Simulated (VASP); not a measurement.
Set up this calculation in VASP 6.6.1, as the native input.

- Task: single point
- Functional: PBE
- Potentials or basis: VASP PAW PBE potentials, release 64 (Nd_3, Y_sv, Cl), 4f in core
- Cutoff: 500 eV
- k mesh: 12 × 12 × 4
- Occupations: gaussian, width 0.1 eV
- Spin: no spin polarisation
- Dipole correction: no
- Further INCAR settings: ALGO = Normal; EDIFF = 1e-06; NBANDS = 34

The structure of Nd2Y2Cl lies in POSCAR:

```
Nd2Y2Cl
1.0
    3.6263582833      0.0000000000      0.0000000000
   -1.8131791416      3.1405183965      0.0000000000
    0.0000000000      0.0000000000     12.8475038683
Nd Y Cl
2 2 1
Direct
    0.3333333333      0.6666666667      0.8271519145
    0.6666666667      0.3333333333      0.1728480855
    0.3333333333      0.6666666667      0.3914592249
    0.6666666667      0.3333333333      0.6085407751
    0.0000000000      0.0000000000      0.0000000000
```

One way to write it, as run:

INCAR

```
SYSTEM = Nd2Y2Cl
ALGO = Normal
EDIFF = 1E-6
ENCUT = 500
GGA = PE
GGA_COMPAT = .False.
ISIF = 2
ISMEAR = 0
LASPH = .True.
LCHARG = .True.
LELF = .True.
LMAXMIX = 6
LREAL = .False.
LVHAR = .True.
LWAVE = .False.
NBANDS = 34
NELM = 200
PREC = Accurate
SIGMA = 0.1
```

KPOINTS

```
k-points
0
Gamma
  12 12 4
  0 0 0
```

Potentials or basis: VASP PAW PBE potentials, release 64 (Nd_3, Y_sv, Cl), 4f in core.

Launch:

```bash
$ cat potpaw_PBE.64/Nd_3/POTCAR potpaw_PBE.64/Y_sv/POTCAR potpaw_PBE.64/Cl/POTCAR > POTCAR
$ mpirun -np 1 vasp_std > vasp.out
```

Results of the run:

```json
{
  "Pressure": "2.7 GPa",
  "Largest force": "0.021 eV/Å",
  "Band gap on the k mesh": "zero (an odd number of electrons rules out a gap without spin polarisation)"
}
```

Caveat: spin-orbit coupling is left out, which moves the levels of the heavy elements; the 4f electrons are frozen in the core, so they carry no moment and show no levels; an odd number of electrons without spin polarisation forces a metal; a magnetic or distorted state may lie lower; the run has no spin polarisation, though such a crystal can be magnetic.

Run time: 12 min on 1 thread of AMD EPYC 7571, on a shared host, peak memory 0.45 GiB.
